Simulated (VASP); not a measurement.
Set up this calculation in VASP 6.6.1, as the native input.

- Task: relaxation of cell and atoms
- Functional: PBE
- Potentials or basis: VASP PAW PBE potentials, release 64 (Ag)
- Cutoff: 600 eV
- k mesh: 17 × 17 × 17
- Occupations: fermi-dirac, width 0.08 eV
- Spin: no spin polarisation
- Target pressure: 31 GPa
- Dipole correction: no
- Further INCAR settings: ALGO = Normal; EDIFF = 1e-06; IBRION = 2; EDIFFG = -0.005; NSW = 32; ISIF = 3

The structure of Ag lies in POSCAR:

```
Ag
1.0
   -1.5447310892      1.5447310892      1.5447310892
    1.5447310892     -1.5447310892      1.5447310892
    1.5447310892      1.5447310892     -1.5447310892
Ag
1
Direct
    0.0000000000      0.0000000000      0.0000000000
```

One way to write it, as run:

INCAR

```
ALGO = Normal
EDIFF = 1E-6
EDIFFG = -0.005
ENCUT = 600
GGA = PE
IBRION = 2
ISIF = 3
ISMEAR = -1
LASPH = True
LCHARG = False
LREAL = False
LWAVE = False
NELM = 80
NSW = 32
PREC = Accurate
PSTRESS = 310.0
SIGMA = 0.08
```

KPOINTS

```
k-points
0
Gamma
  17 17 17
```

Potentials or basis: VASP PAW PBE potentials, release 64 (Ag).

Run with:

```bash
$ cat potpaw_PBE.64/Ag/POTCAR > POTCAR
$ mpirun -np 1 vasp_std > vasp.out
```

Results of the run:

```
Relaxed volume                                         : 14.71 Å³/atom
Relaxed cell                                           : a = 2.674 Å, b = 2.674 Å, c = 2.674 Å, α = 109.47°, β = 109.47°, γ = 109.47°
Space group after relaxing (to 0.05 Å)                 : Im-3m (No. 229)
Energy change on relaxing (the enthalpy is what falls) : +5.6 meV/atom
Ionic steps                                            : 3
Pressure after relaxing                                : 31.0 GPa
```

Caveat: the cell is relaxed towards a set pressure, so the enthalpy falls and the energy may rise.

Wall time 50 s on 1 thread of AMD EPYC 9R45 (Zen 5), with other jobs on the host, peak memory 0.13 GiB.
